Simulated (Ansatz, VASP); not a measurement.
# One calculation of Cu, two programs

```
CELL_PARAMETERS angstrom
2.53410 0.00000 0.00000
-1.26705 2.28238 0.00000
0.00000 0.00000 4.11257
ATOMIC_POSITIONS crystal
Cu 0.33333 0.66667 0.25000
Cu 0.66667 0.33333 0.75000
```

Change from the starting cell: strain +0.0400 x Voigt [0, 1, 0, 0, 0, 0], atoms carried along.

Alike in both runs: task single point; functional PBEsol; k mesh 24 × 24 × 12; occupations gaussian, width 0.15 eV; no spin polarisation.

|  | VASP | Ansatz |
| --- | --- | --- |
| version | VASP 6.6.1 | Ansatz 0.2.0 |
| potentials or method | VASP PAW PBE potentials, release 64 (Cu), cutoff 520 eV | scalar-relativistic, plane waves, PAW |
| valence electrons in the cell | 22 | 38 |

```csv
,VASP,Ansatz,Ansatz less VASP
gap on the k mesh at the Fermi level (eV),none,none,-
pressure (GPa),-6.3,-7.0,-0.64
"traceless stress, the component that is largest in VASP (GPa)",-3.96,-3.97,-0.002
rms of the force components (eV/Å),0.042,0.042,-0.0003
```

VASP's potentials were made for PBE, not for PBEsol. Atom by atom the forces differ by 0.000 eV/Å (rms over components). A gap of «none» marks a metal or a gap that the smearing closes. With one functional, cell and mesh, what is left measures potentials, basis and numerics. VASP's potentials hold 22 valence electrons a cell and Ansatz's 38, so a difference there can come from the potentials and not from the codes.
